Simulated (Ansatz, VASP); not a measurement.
**AgI: VASP beside Ansatz**

```xyz
4
Lattice="4.6509 0.0000 0.0000 -2.3254 4.0278 0.0000 0.0000 0.0000 7.5993" Properties=species:S:1:pos:R:3 pbc="T T T"
Ag    0.0000    2.6852    0.0000
Ag    2.3254    1.3426    3.7997
I     0.0000    2.6852    2.8497
I     2.3254    1.3426    6.6493
```

Alike in both runs: task single point; functional HSE06; k mesh 6 × 6 × 2; no spin polarisation.

|  | VASP | Ansatz |
| --- | --- | --- |
| version | VASP 6.6.1 | Ansatz 0.2.0 |
| potentials or method | VASP PAW PBE potentials, release 64 (Ag, I) | plane waves, PAW |
| plane-wave cutoff (eV) | 400 | 420 |
| occupations | gaussian, width 0.01 eV | fixed |
| valence electrons in the cell | 36 | 72 |

|  | VASP | Ansatz | Ansatz less VASP |
| --- | --- | --- | --- |
| gap on the k mesh at the Fermi level (eV) | 2.51 | 2.53 | +0.025 |
| pressure (GPa) | 0.3 | 0.5 | +0.20 |

VASP's potentials hold 36 valence electrons a cell and Ansatz's 72, so a difference there can come from the potentials and not from the codes. Ansatz's warnings: stress exchange threshold loose, stress scf threshold loose.

Spin-orbit coupling is off throughout.
